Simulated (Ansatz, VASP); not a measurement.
**LiC2 in VASP and in Ansatz**

```
Li C
1.0
     4.17861    0.00000    0.00000
     0.00000    4.17861    0.00000
     0.00000    0.00000    1.38342
Li C
1 2
Cartesian
  0.0000 0.0000 0.0000
  2.0893 0.0000 0.0000
  0.0000 2.0893 0.0000
```

Change from the starting cell: ordered vacancies on the anion sites of rhenium trioxide (P4/mmm, No. 123).

Alike in both runs: task relaxation of cell and atoms; functional PBE; k mesh 4 × 4 × 12; occupations gaussian, width 0.1 eV; collinear spin.

|  | VASP | Ansatz |
| --- | --- | --- |
| version | VASP 6.6.1 | Ansatz 0.2.0 |
| potentials or method | VASP PAW PBE potentials, release 64 (Li_sv, C), cutoff 600 eV | scalar-relativistic, plane waves, PAW |
| valence electrons in the cell | 11 | 11 |

```tsv
	VASP	Ansatz	Ansatz less VASP
gap on the k mesh at the Fermi level, each at its own relaxed structure (eV)	none	none	-
net moment per atom (μB)	0.00	0.00	0.000
relaxed volume (Å³/atom)	8.68	8.70	+0.020
relaxed cell length with the largest relative difference (Å)	1.372	1.373	+0.0015
```

A gap of «none» marks a metal or a gap that the smearing closes. Ansatz's warnings: no starting moments.

The k mesh is coarse, so the values compare programs but aren't converged. Noted on VASP's run: the cutoff is short for stress, so the pressure is rough.
